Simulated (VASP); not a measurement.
# H (P1) in VASP: a series of runs

Runs on H. Level: PBE. Tasks: single point.

Program: VASP 6.6.1. These are calculated values, not measurements. Logs are shortened: lines on timing, memory, paths and dates and some standing lists are left out, and cuts for length are marked.

## (1) The cell of the first run

The typed cell holds 16 atoms: a = 10.224 Å, b = 10.224 Å, c = 10.239 Å, α = 119.91°, β = 119.91°, γ = 90.08°.

## (2) Single point, PBE

INCAR

```
SYSTEM = H
  PREC = Accurate
  ENCUT = 520
  EDIFF = 1E-6
  ISMEAR = -1
  SIGMA = 0.0689
  LREAL = Auto
  LASPH = .True.
  NELM = 80
  ALGO = Normal
  ISIF = 2
  LWAVE = .False.
  LCHARG = .True.
  GGA = PE
  LELF = .True.
  LVHAR = .True.
  NBANDS = 22
```

KPOINTS

```
Automatic mesh
0
Gamma
  2 2 2
  0.5 0.5 0.5
```

POSCAR

```
H
1.0
    7.2247570123     -7.2345248562      0.0000000000
    7.2247570123      7.2345248562      0.0000000000
   -7.2247570123      0.0000000000      7.2558915406
H
16
Direct
    0.2009454872      0.8583478868      0.7397821439
    0.5513952606      0.3732658014      0.5668789255
    0.2315324000      0.9466078338      0.3047768820
    0.6522936785      0.4778888593      0.2322432730
    0.6122050869      0.7834436996      0.8019920044
    0.2454674000      0.3202189574      0.8652619688
    0.0084703513      0.3121812437      0.2089686693
    0.5234636051      0.8811119719      0.2496505067
    0.5890058249      0.8555835254      0.8373328027
    0.1762576796      0.3533946756      0.8155393403
    0.0496540034      0.4068120823      0.2554220925
    0.4840080707      0.8157954441      0.1428781004
    0.2354154534      0.7811602090      0.7228583794
    0.6354453724      0.4145334215      0.6307577745
    0.2075686872      0.9668296074      0.3687444865
    0.5968715699      0.4528247914      0.2569126054
```

Potentials or basis: VASP PAW PBE potentials, release 64 (H).

Command:

```console
cat potpaw_PBE.64/H/POTCAR > POTCAR
mpirun -np 1 vasp_std > vasp.out
```

OUTCAR:

```text
SYSTEM = H
   PREC = Accurate
   ENCUT = 520
   EDIFF = 1E-6
   ISMEAR = -1
   LREAL = Auto
   LASPH = .True.
   NELM = 80
   ISIF = 2
   GGA = PE

 ion  position               nearest neighbor table
   1  0.201  0.858  0.740-  13 0.84
   2  0.551  0.373  0.567-  14 0.71
   3  0.232  0.947  0.305-  15 0.75
   4  0.652  0.478  0.232-  16 0.81
   5  0.612  0.783  0.802-   9 0.74
   6  0.245  0.320  0.865-  10 0.83
[... 8 lines left out ...]
  15  0.208  0.967  0.369-   3 0.75
  16  0.597  0.453  0.257-   4 0.81

  LATTYP: Found a face centered orthorhombic cell.
 ALAT       =    14.4495140246
 B/A-ratio  =     1.0013519962
 C/A-ratio  =     1.0043094222

  Lattice vectors:

 A1 = (   0.0000000000,   7.2345248562,   7.2558915406)
 A2 = (   7.2247570123,   0.0000000000,   7.2558915406)
 A3 = (   7.2247570123,   7.2345248562,   0.0000000000)

Analysis of symmetry for initial positions (statically):
=====================================================================
 Subroutine PRICEL returns:
 Original cell was already a primitive cell.

 Routine SETGRP: Setting up the symmetry group for a
 face centered orthorhombic supercell.

 Subroutine GETGRP returns: Found  1 space group operations
 (whereof  1 operations were pure point group operations)
 out of a pool of  8 trial point group operations.

The static configuration has the point symmetry C_1 .

Analysis of symmetry for dynamics (positions and initial velocities):
=====================================================================
 Subroutine PRICEL returns:
 Original cell was already a primitive cell.

 Routine SETGRP: Setting up the symmetry group for a
 face centered orthorhombic supercell.

 Subroutine GETGRP returns: Found  1 space group operations
 (whereof  1 operations were pure point group operations)
 out of a pool of  8 trial point group operations.

The dynamic configuration has the point symmetry C_1 .

 Subroutine INISYM returns: Found  1 space group operations
 (whereof  1 operations are pure point group operations),
 and found     1 'primitive' translations

----------------------------------------------------------------------------------------

                                     Primitive cell

  volume of cell :     758.4973

  direct lattice vectors                    reciprocal lattice vectors
     7.224757012 -7.234524856  0.000000000     0.069206480 -0.069113039  0.068909520
     7.224757012  7.234524856  0.000000000     0.069206480  0.069113039  0.068909520
    -7.224757012  0.000000000  7.255891541     0.000000000  0.000000000  0.137819039

  length of vectors
    10.224258593 10.224258593 10.239388455     0.119643934  0.119643934  0.137819039

  position of ions in fractional coordinates (direct lattice)
     0.200945487  0.858347887  0.739782144
     0.551395261  0.373265801  0.566878925
     0.231532400  0.946607834  0.304776882
     0.652293679  0.477888859  0.232243273
     0.612205087  0.783443700  0.801992004
     0.245467400  0.320218957  0.865261969
[... 8 lines left out ...]
     0.207568687  0.966829607  0.368744486
     0.596871570  0.452824791  0.256912605

  ion indices of the primitive-cell ions
   primitive index   ion index
                 1           1
                 2           2
                 3           3
                 4           4
                 5           5
                 6           6
[... 8 lines left out ...]
                15          15
                16          16

----------------------------------------------------------------------------------------

 KPOINTS: Automatic mesh

Automatic generation of k-mesh.
 Grid dimensions read from file:
 generate k-points for:    2    2    2

 Generating k-lattice:

  Cartesian coordinates                     Fractional coordinates (reciprocal lattice)
     0.034603240 -0.034556520  0.034454760     0.500000000  0.000000000 -0.000000000
     0.034603240  0.034556520  0.034454760     0.000000000  0.500000000 -0.000000000
     0.000000000  0.000000000  0.068909520     0.000000000  0.000000000  0.500000000

  Length of vectors
     0.059821967  0.059821967  0.068909520

  Shift w.r.t. Gamma in fractional coordinates (k-lattice)
     0.500000000  0.500000000  0.500000000

 Subroutine IBZKPT returns following result:
 ===========================================

 Found      4 irreducible k-points:

 Following reciprocal coordinates:
            Coordinates               Weight
  0.250000  0.250000  0.250000      2.000000
 -0.250000  0.250000  0.250000      2.000000
 -0.250000  0.250000 -0.250000      2.000000
 -0.250000 -0.250000  0.250000      2.000000
   k-points           NKPTS =      4   k-points in BZ     NKDIM =      4   number of bands    NBANDS=     22
   number of dos      NEDOS =    301   number of ions     NIONS =     16
   total plane-waves  NPLWV = 512000
   dimension x,y,z NGX =    80 NGY =   80 NGZ =   80
   dimension x,y,z NGXF=   160 NGYF=  160 NGZF=  160
   ions per type =              16
   NGX,Y,Z   is equivalent  to a cutoff of  13.01, 13.01, 12.99 a.u.
   NGXF,Y,Z  is equivalent  to a cutoff of  26.02, 26.02, 25.98 a.u.
 SYSTEM =  H
   PREC   = accura    normal or accurate (medium, high low for compatibility)
   ISTART =      0    job   : 0-new  1-cont  2-samecut
   ICHARG =      2    charge: 1-file 2-atom 10-const
   ISPIN  =      1    spin polarized calculation?
   LNONCOLLINEAR =      F non collinear calculations
   LSORBIT =      F    spin-orbit coupling
   LASPH  =      T    aspherical Exc in radial PAW
   ENCUT  =  520.0 eV  38.22 Ry    6.18 a.u.  19.01 19.01 19.04*2*pi/ulx,y,z
   NELM   =     80;   NELMIN=  2; NELMDL= -5     # of ELM steps
   EDIFF  = 0.1E-05   stopping-criterion for ELM
   LREAL  =      T    real-space projection
   EDIFFG = 0.1E-04   stopping-criterion for IOM
   NSW    =      0    number of steps for IOM
   IBRION =     -1    ionic relax: 0-MD 1-quasi-New 2-CG
   NFREE  =      0    steps in history (QN), initial steepest desc. (CG)
   ISIF   =      2    stress and relaxation
   ISYM   =      2    0-nonsym 1-usesym 2-fastsym
   POTIM  = 0.5000    time-step for ionic-motion
   TEBEG  =    0.0;   TEEND  =   0.0 temperature during run
   PSTRESS=    0.0 pullay stress
   NELECT =      16.0000    total number of electrons
   NUPDOWN=      -1.0000    fix difference up-down
   EMIN   =  10.00;   EMAX   =-10.00  energy-range for DOS
   EFERMI =   0.00;   METHOD = LEGACY
   ISMEAR =    -1;   SIGMA  =   0.07  broadening in eV -4-tet -1-fermi 0-gaus
   EFERMI_NEDOS =   21; number of points for ismear=-14 and -15
   IALGO  =     38    algorithm
   IMIX   =      4    mixing-type and parameters
     AMIX     =   0.40;   BMIX     =  1.00
     AMIX_MAG =   1.60;   BMIX_MAG =  1.00
  volume/ion in A,a.u.               =      47.41       319.91
  Fermi-wavevector in a.u.,A,eV,Ry     =   0.452338  0.854796  2.783889  0.204610
  Thomas-Fermi vector in A             =   1.434120
   LORBIT       =      0    0 simple, 1 ext, 2 COOP (PROOUT), +10 PAW based schemes
   GGA     = PE    functional components
   LHFCALC =     F    Hartree Fock is set to
   AEXX    =    0.0000 exact exchange contribution
   IVDW    =     0    specifies the selected vdW correction
   LEPSILON=     F    determine dielectric tensor
   LRPA    =     F    only Hartree local field effects (RPA)
 non-spin polarized calculation
  energy-cutoff  :      520.00
  volume of cell :      758.50
 maximum number of plane-waves:     20449
 NGX is ok and might be reduce to    80
   NGX = 37   NGY = 37   NGZ = 39

 number of electron      16.0000000 magnetization

 Free energy of the ion-electron system (eV)
  ---------------------------------------------------
  ext. energy  EPLUGINS =         0.00000000
  ---------------------------------------------------
  free energy    TOTEN  =       -53.81387000 eV

  energy without entropy =      -53.81387000  energy(sigma->0) =      -53.81387000

 E-fermi :  -7.8907     XC(G=0):  -2.5949

 val. band max:       -9.5917342164   @ k =  -0.2500   0.2500   0.2500
 cond. band min:      -0.3513625493   @ k =  -0.2500   0.2500   0.2500
 fundamental gap:      9.2403716672
 Fermi energy:        -7.8907127798

 k-point     1 :       0.2500    0.2500    0.2500
  band No.  band energies     occupation
      1     -10.2474      2.00000
      2     -10.0457      2.00000
      3     -10.0166      2.00000
      4      -9.7851      2.00000
      5      -9.7375      2.00000
      6      -9.6746      2.00000
[... 12 lines left out ...]
     19       1.2141      0.00000
     20       1.5349      0.00000

 k-point     2 :      -0.2500    0.2500    0.2500
  band No.  band energies     occupation
      1     -10.2475      2.00000
      2     -10.0473      2.00000
      3     -10.0150      2.00000
      4      -9.7894      2.00000
      5      -9.7307      2.00000
      6      -9.6767      2.00000
[... 12 lines left out ...]
     19       1.2308      0.00000
     20       1.5604      0.00000

 k-point     3 :      -0.2500    0.2500   -0.2500
  band No.  band energies     occupation
      1     -10.2487      2.00000
      2     -10.0389      2.00000
      3     -10.0226      2.00000
      4      -9.7821      2.00000
      5      -9.7394      2.00000
      6      -9.6767      2.00000
[... 12 lines left out ...]
     19       1.3689      0.00000
     20       1.6173      0.00000

 k-point     4 :      -0.2500   -0.2500    0.2500
  band No.  band energies     occupation
      1     -10.2489      2.00000
      2     -10.0413      2.00000
      3     -10.0202      2.00000
      4      -9.7855      2.00000
      5      -9.7342      2.00000
      6      -9.6778      2.00000
[... 12 lines left out ...]
     19       1.3309      0.00000
     20       1.4801      0.00000
 [bands above 20 left out]

------------------------ aborting loop because EDIFF is reached ----------------------------------------

  FORCE on cell =-STRESS in cart. coord.  units (eV):
  Direction    XX          YY          ZZ          XY          YZ          ZX
  --------------------------------------------------------------------------------------
  -------------------------------------------------------------------------------------
  Total       -2.2168849     -3.6524372     -1.5575175     -1.1460645     -0.4547785      0.1888828
  in kB       -4.6827361     -7.7150599     -3.2899514     -2.4208372     -0.9606307      0.3989779
  external PRESSURE =      -5.2292491 kB  Pullay stress =       0.0000000 kB

 VOLUME and BASIS-vectors are now :
 -----------------------------------------------------------------------------
  energy-cutoff  :      520.00
  volume of cell :      758.50
      direct lattice vectors                 reciprocal lattice vectors
     7.224757012 -7.234524856  0.000000000     0.069206480 -0.069113039  0.068909520
     7.224757012  7.234524856  0.000000000     0.069206480  0.069113039  0.068909520
    -7.224757012  0.000000000  7.255891541     0.000000000  0.000000000  0.137819039

 POSITION                                       TOTAL-FORCE (eV/Angst)
 -----------------------------------------------------------------------------------
      2.30839      4.75599      5.36778        -0.514696     -2.223231     -0.338052
      2.58489     -1.28868      4.11321        -0.916822      0.641693     -0.957175
      6.30984      5.17323      2.21143         0.091806     -0.062418     -0.085924
      6.48739     -1.26174      1.68513        -1.617790      0.466911      0.378879
      4.28903      1.23883      5.81917        -0.039184     -0.259769     -0.096955
     -2.16436      0.54079      6.27825         0.260589      1.911747     -0.927194
[... 8 lines left out ...]
      5.82065      5.49289      2.67557        -0.087607      0.060129      0.086539
      5.72767     -1.04211      1.86413         1.615400     -0.466491     -0.379830
 -----------------------------------------------------------------------------------
    total drift:                                0.000045     -0.000168      0.000349

  FREE ENERGIE OF THE ION-ELECTRON SYSTEM (eV)
  ---------------------------------------------------
  free  energy   TOTEN  =       -53.8138699960 eV

  energy  without entropy=      -53.8138699958  energy(sigma->0) =      -53.81387000
```

Run time: 2.5 min. Hardware: 1 thread of AMD EPYC 7R43 (Zen 3), shared host; peak memory 0.8 GiB.

What came out:

```
Free energy            : -53.8139 eV
Pressure               : -0.5 GPa
Largest force          : 2.307 eV/Å
Band gap on the k mesh : 9.24 eV
```

Forces in eV/Å, atoms in the order of the input:
```
H   -0.515 -2.223 -0.338
H   -0.917  0.642 -0.957
H    0.092 -0.062 -0.086
H   -1.618  0.467  0.379
H   -0.039 -0.260 -0.097
H    0.261  1.912 -0.927
H    1.591  0.954  0.833
H    0.023 -0.325 -1.352
H    0.033  0.259  0.095
H   -0.258 -1.915  0.930
H   -1.591 -0.952 -0.830
H   -0.026  0.329  1.351
H    0.517  2.220  0.338
H    0.919 -0.638  0.955
H   -0.088  0.060  0.087
H    1.615 -0.466 -0.380
```

Levels at points of the mesh, in eV from the valence-band top:
| k point | band 6 | band 7 | band 8 | band 9 | band 10 | band 11 |
| --- | --- | --- | --- | --- | --- | --- |
| (0.25, 0.25, 0.25) | -0.08 | -0.02 | 0.00 | 9.26 | 9.42 | 9.48 |

Caveat: the atoms stand as in a frame of molecular dynamics; a shifted mesh leaves out Γ, where band edges can lie; forces of over 1 eV/Å act on the atoms, so gaps and moduli don't describe the material at rest.

## (3) Single point, PBE

INCAR

```
SYSTEM = H
PREC = Accurate ; ENCUT = 520
EDIFF = 1E-6 ; ISMEAR = -1
SIGMA = 0.0689 ; LREAL = Auto
LASPH = .True. ; NELM = 80
ALGO = Normal ; ISIF = 2
LWAVE = .False. ; LCHARG = .False.
GGA = PE ; NBANDS = 22
```

KPOINTS is that of step 2.

POSCAR

```
H
1.0
    7.2247570123     -7.2345248562      0.0000000000
    7.2247570123      7.2345248562      0.0000000000
   -7.2247570123      0.0000000000      7.2558915406
H
16
Direct
    0.2713191350      0.8103090587      0.8228203201
    0.4766533160      0.3894782752      0.5017167056
    0.2176266369      0.9163901494      0.3251140107
    0.5362027139      0.4350962813      0.1350196588
    0.5465102055      0.8511262022      0.8204576883
    0.2709693945      0.3284936975      0.8143313564
    0.0312472727      0.3818944887      0.2898763010
    0.4727392970      0.8642653552      0.1593813791
    0.5839944404      0.7825327036      0.8245004720
    0.3030185821      0.3771351288      0.9131247295
    0.0776611017      0.4215436717      0.2758934569
    0.5304749789      0.8912321885      0.2565695738
    0.2437676830      0.7373455020      0.7356025059
    0.5352671931      0.4581370413      0.5229175462
    0.3017224800      0.9197470344      0.3901636324
    0.6008254311      0.4352731628      0.2125106186
```

Potentials or basis: VASP PAW PBE potentials, release 64 (H).

Command:

```console
cat potpaw_PBE.64/H/POTCAR > POTCAR
mpirun -np 1 vasp_std > vasp.out
```

It took 2.1 min on 1 thread of AMD EPYC 7R43 (Zen 3), shared host; peak memory 0.79 GiB.

The run converged. Its results:

| Property | Result |
| --- | --- |
| Free energy | -54.0892 eV |
| Pressure | -0.1 GPa |
| Largest force | 1.699 eV/Å |
| Band gap on the k mesh | 9.29 eV |

Forces in eV/Å, atoms in the order of the input:
```
H    0.143  0.545  1.015
H    1.047  0.099  0.209
H    0.123 -0.448  0.365
H    0.075  0.273 -0.336
H   -0.522 -1.616  0.064
H    0.071 -0.050 -0.418
H   -0.674  0.047  0.096
H    0.020  0.048 -0.173
H    0.543  1.596 -0.062
H   -0.086  0.103  0.346
H    0.675 -0.048 -0.090
H   -0.021 -0.053  0.172
H   -0.165 -0.523 -1.023
H   -1.046 -0.097 -0.213
H   -0.123  0.449 -0.363
H   -0.060 -0.326  0.411
```

Stress tensor (GPa, compression positive):
```
-0.14 -0.09 -0.05
-0.09 -0.28  0.06
-0.05  0.06  0.20
```

Levels at points of the mesh, in eV from the valence-band top:
```tsv
k point	band 6	band 7	band 8	band 9	band 10	band 11
(0.25, 0.25, 0.25)	-0.27	-0.11	0.00	9.34	9.44	9.61
```

Caveat: the atoms stand as in a frame of molecular dynamics; a shifted mesh leaves out Γ, where band edges can lie; forces of over 1 eV/Å act on the atoms, so gaps and moduli don't describe the material at rest.

## (4) Single point, PBE

INCAR

```
SYSTEM = H
  PREC = Accurate
  ENCUT = 520
  EDIFF = 1E-7
  ISMEAR = -1
  SIGMA = 0.0689
  LREAL = Auto
  LASPH = .TRUE.
  NELM = 100
  ALGO = Normal
  ISIF = 2
  LWAVE = .FALSE.
  LCHARG = .TRUE.
  GGA = PE
  LELF = .TRUE.
  LVHAR = .TRUE.
  NBANDS = 22
```

KPOINTS is that of step 3.

POSCAR

```
H
1.0
    7.2247570123     -7.2345248562      0.0000000000
    7.2247570123      7.2345248562      0.0000000000
   -7.2247570123      0.0000000000      7.2558915406
H
16
Direct
    0.3136458853      0.7392203441      0.8722896373
    0.4239925441      0.4298862276      0.4455617868
    0.2938156464      0.8908225108      0.4158138229
    0.5181307802      0.4070452540      0.1529157367
    0.5608251026      0.7973532829      0.8495450856
    0.3015379774      0.3921126887      0.8533447565
    0.0642402048      0.4585165473      0.3647233404
    0.5325797989      0.8967058545      0.2538484747
    0.5224487334      0.8337758827      0.8025718090
    0.3447378171      0.3233572837      0.8284447151
    0.0971373836      0.4309991157      0.3060628715
    0.4693611956      0.9151961417      0.1876909257
    0.2512814478      0.7107131404      0.7703297339
    0.4142586142      0.4764121086      0.4055128145
    0.3048934894      0.8703127921      0.3419732759
    0.5871134484      0.4275706970      0.1493713066
```

Command:

```console
cat potpaw_PBE.64/H/POTCAR > POTCAR
mpirun -np 1 vasp_std > vasp.out
```

Wall time 2.6 min (1 thread of AMD EPYC 7R43 (Zen 3), shared host); peak memory 0.8 GiB.

It converged, with:

| Item | Value |
| --- | --- |
| Free energy | -54.0220 eV |
| Pressure | -0.2 GPa |
| Largest force | 2.206 eV/Å |
| Band gap on the k mesh | 8.93 eV |

Forces on the atoms (eV/Å):
```
H    0.077  0.339 -1.017
H   -0.069 -0.056  0.033
H   -0.107  0.050  0.115
H    0.282 -0.186  0.049
H   -0.529 -0.937  0.581
H   -0.003 -2.094 -0.544
H    0.302 -0.285 -0.291
H    0.167  0.643 -0.514
H    0.584  0.912 -0.580
H    0.013  2.166  0.419
H   -0.313  0.298  0.292
H   -0.164 -0.645  0.549
H   -0.135 -0.316  0.976
H    0.081  0.046 -0.034
H    0.103 -0.051 -0.111
H   -0.290  0.116  0.077
```

Stress tensor (GPa, compression positive):
```
-0.04  0.07  0.01
 0.07 -0.41 -0.09
 0.01 -0.09 -0.17
```

Levels at points of the mesh, in eV from the valence-band top:
```
           k point  band 4  band 5  band 6  band 7  band 8  band 9  band 10  band 11  band 12  band 13
(0.25, 0.25, 0.25)   -0.75   -0.62   -0.48   -0.20    0.00    8.93     9.11     9.44     9.60     9.70
```

Caveat: the atoms stand as in a frame of molecular dynamics; a shifted mesh leaves out Γ, where band edges can lie; forces of over 1 eV/Å act on the atoms, so gaps and moduli don't describe the material at rest. A k mesh can miss the band edges.

## (5) The runs side by side

```tsv
cell	gap on the mesh (eV)	pressure (GPa)	largest force (eV/Å)
as given, atomic positions A	9.24	-0.5	2.31
as given, atomic positions B	9.29	-0.1	1.70
as given, atomic positions C	8.93	-0.2	2.21
```

Alike in all rows: task single point; level PBE; potentials or basis VASP PAW PBE potentials, release 64 (H); no spin polarisation; k mesh 2 × 2 × 2, shifted; cutoff (eV) 520; smearing fermi-dirac 0.0689 eV.

Caveats: the atoms stand as in a frame of molecular dynamics; a shifted mesh leaves out Γ, where band edges can lie; forces of over 1 eV/Å act on the atoms, so gaps and moduli don't describe the material at rest.

Total energies depend on the potentials used, so only differences within one code and one set of settings carry meaning.
